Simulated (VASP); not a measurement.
# S: single point with PBEsol

S:

```xyz
1
Lattice="-1.2314 1.2314 1.2314 1.2314 -1.2314 1.2314 1.2314 1.2314 -1.2314" Properties=species:S:1:pos:R:3 pbc="T T T"
S     0.0000    0.0000    0.0000
```

This isn't the form of S at room conditions, which is orthorhombic, of S8 rings.

```json
{"Program": "VASP 6.6.1", "Task": "single point", "Functional": "PBEsol", "Potentials or basis": "VASP PAW PBE potentials, release 64 (S)", "Cutoff": "500 eV", "k mesh": "21 × 21 × 21", "Occupations": "fermi-dirac, width 0.08 eV", "Spin": "no spin polarisation"}
```

| Item | Value |
| --- | --- |
| Pressure | 248.7 GPa |
| Band gap on the k mesh | zero (bands 3 and 4 overlap by 20.21 eV) |

Levels at points of the mesh, in eV from the Fermi level:
| k point | band 1 | band 2 | band 3 | band 4 | band 5 | band 6 | band 7 |
| --- | --- | --- | --- | --- | --- | --- | --- |
| (0.00, 0.00, 0.00) | -28.07 | 9.79 | 9.79 | 9.79 | 12.61 | 12.61 | 12.61 |

Wall time 3.5 s on 1 thread of Intel(R) Xeon(R) 6975P-C (Granite Rapids), on a shared host, peak memory 0.12 GiB.

Caveat: the cell stands under pressure; the PAW data sets were made with another functional, which shifts forces and pressure a little.
